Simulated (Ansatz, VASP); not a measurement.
Two plane-wave programs on Zn7O8

```
CELL_PARAMETERS angstrom
-3.24940 -5.62813 0.00000
4.87410 -2.81406 0.00000
0.00000 0.00000 5.20380
ATOMIC_POSITIONS crystal
Zn 0.50000 0.34239 0.00047
Zn 0.25643 0.82959 0.00554
Zn 0.25448 0.16549 0.49784
Zn 0.00000 0.33074 0.00250
Zn 0.00000 0.66874 0.50401
Zn 0.74357 0.82959 0.00554
Zn 0.74552 0.16549 0.49784
O 0.50000 0.30588 0.36910
O 0.50000 0.66803 0.89866
O 0.22817 0.84607 0.37339
O 0.25021 0.16620 0.87942
O 0.00000 0.33657 0.38592
O 0.00000 0.66628 0.88377
O 0.77183 0.84607 0.37339
O 0.74979 0.16620 0.87942
```

Alike in both runs: functional PBE; k mesh 2 × 2 × 2; occupations gaussian, width 0.02 eV; no spin polarisation.

Ansatz relaxed the structure, and its values are those at the end. VASP's run is a single point on that final structure, the one shown.

|  | VASP | Ansatz |
| --- | --- | --- |
| version | VASP 6.6.1 | Ansatz 0.2.0 |
| potentials or method | VASP PAW PBE potentials, release 64 (Zn, O), cutoff 520 eV | scalar-relativistic, plane waves, PAW |
| valence electrons in the cell | 132 | 132 |

Ansatz gave:

| Quantity | Value |
| --- | --- |
| rms of the force components (eV/Å) | 0.001 |

Q: What did VASP give for the same quantities?

A: rms of the force components (eV/Å): 0.022.

The k mesh is coarse, so the values compare programs but aren't converged.
